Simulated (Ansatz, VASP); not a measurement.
## PtRh2 in VASP and in Ansatz

```xyz
3
Lattice="1.3717 0.7919 6.7361 -1.3717 0.7919 6.7361 0.0000 -1.5839 6.7361" Properties=species:S:1:pos:R:3 pbc="T T T"
Rh    0.0000    0.0000   15.7656
Rh    0.0000    0.0000    4.4427
Pt    0.0000    0.0000    0.0000
```

Alike in both runs: functional PBE; k mesh 6 × 6 × 6; occupations gaussian, width 0.1 eV; no spin polarisation.

Ansatz relaxed the structure, and its values are those at the end. VASP's run is a single point on that final structure, the one shown.

|  | VASP | Ansatz |
| --- | --- | --- |
| version | VASP 6.6.1 | Ansatz 0.2.0 |
| potentials or method | VASP PAW PBE potentials, release 64 (Rh_pv, Pt), cutoff 520 eV | scalar-relativistic, plane waves, PAW |
| valence electrons in the cell | 40 | 52 |

Ansatz gave:

| Property | Result |
| --- | --- |
| gap on the k mesh at the Fermi level (eV) | none |
| pressure (GPa) | 0.0 |
| rms of the force components (eV/Å) | 0.006 |

**Question.** Estimate VASP's values.

**Answer.** gap on the k mesh at the Fermi level (eV): none; pressure (GPa): -0.2; rms of the force components (eV/Å): 0.002.

A gap of «none» marks a metal or a gap that the smearing closes. With one functional, cell and mesh, what is left measures potentials, basis and numerics. VASP's potentials hold 40 valence electrons a cell and Ansatz's 52, so a difference there can come from the potentials and not from the codes.

The k mesh is coarse, so the values compare programs but aren't converged. Spin-orbit coupling is off throughout.
